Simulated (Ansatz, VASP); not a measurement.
# Two plane-wave programs on Hg

The input INCAR:

```
SYSTEM = Hg
PREC = Accurate ; ENCUT = 520
EDIFF = 1E-7 ; ISMEAR = 0
SIGMA = 0.15 ; LREAL = .FALSE.
LASPH = .TRUE. ; NELM = 60
ALGO = Fast ; ISIF = 2
LWAVE = .FALSE. ; LCHARG = .FALSE.
GGA = PS ; IVDW = 12
NBANDS = 19
```

File KPOINTS:

```
regular mesh
0
G
  18 18 10
  0 0 0
```

File POSCAR:

```
Hg
1.0
    3.2169996360      0.0000000000      0.0000000000
   -1.6084998180      2.7860034087      0.0000000000
    0.0000000000      0.0000000000      5.0539064282
Hg
2
Direct
    0.6666666667      0.3333333333      0.7500000000
    0.3333333333      0.6666666667      0.2500000000
```

Input for Ansatz:

```yaml
crystal:
  lattice:
    - [3.216999636, 0.0, 0.0]
    - [-1.608499818, 2.7860034087, 0.0]
    - [0.0, 0.0, 5.0539064282]
  atoms:
    - { symbol: Hg, position: [0.6666666667, 0.3333333333, 0.75] }
    - { symbol: Hg, position: [0.3333333333, 0.6666666667, 0.25] }
basis:
  ecutwfc: 420
kpoints:
  mp_grid: { grid: [18, 18, 10] }
hamiltonian:
  xc: pbesol
  dispersion: d3bj
scf:
  occupations: { method: gaussian, width: 0.15 }
output:
  forces: true
  stress: true
  eigenvalues: true
```

Alike in both runs: task single point; functional PBEsol; dispersion D3(BJ); k mesh 18 × 18 × 10; occupations gaussian, width 0.15 eV; no spin polarisation.

|  | VASP | Ansatz |
| --- | --- | --- |
| version | VASP 6.6.1 | Ansatz 0.2.0 |
| potentials or method | VASP PAW PBE potentials, release 64 (Hg), cutoff 520 eV | scalar-relativistic, plane waves, PAW |
| valence electrons in the cell | 24 | 40 |

```csv
,VASP,Ansatz,Ansatz less VASP
gap on the k mesh at the Fermi level (eV),none,none,-
pressure (GPa),-1.2,-1.6,-0.42
"traceless stress, the component that is largest in VASP (GPa)",-0.03,-0.07,-0.037
```

VASP's potentials were made for PBE, not for PBEsol. A gap of «none» marks a metal or a gap that the smearing closes. VASP's potentials hold 24 valence electrons a cell and Ansatz's 40, so a difference there can come from the potentials and not from the codes.

Spin-orbit coupling is off throughout.
